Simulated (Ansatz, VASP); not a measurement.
**One calculation of TiO3, two programs**

```
Ti O
1.0
    -3.18299    0.00000    0.00000
     0.00000    0.00000   -3.18299
     0.00000   -6.36599    0.00000
Ti O
2 6
Direct
  0.00000 0.00000 0.00000
  0.00000 0.00000 0.50000
  0.00000 0.50000 0.75000
  0.00000 0.50000 0.25000
  0.50000 0.50000 0.50000
  0.50000 0.50000 0.00000
  0.50000 0.00000 0.75000
  0.50000 0.00000 0.25000
```

Alike in both runs: task single point; functional r2SCAN; k mesh 8 × 8 × 4; occupations gaussian, width 0.1 eV; no spin polarisation.

```csv
,VASP,Ansatz
version,VASP 6.6.1,Ansatz 0.2.0
potentials or method,"VASP PAW PBE potentials, release 64 (Ti_sv, O), cutoff 520 eV","scalar-relativistic, plane waves, PAW"
valence electrons in the cell,60,60
```

|  | VASP | Ansatz | Ansatz less VASP |
| --- | --- | --- | --- |
| gap on the k mesh at the Fermi level (eV) | none | none | - |
| pressure (GPa) | 1.1 | 0.0 | -1.07 |

VASP's potentials were made for PBE, not for r2SCAN. A gap of «none» marks a metal or a gap that the smearing closes. The functional is the same, so the differences come from potentials, cutoffs and numerics.
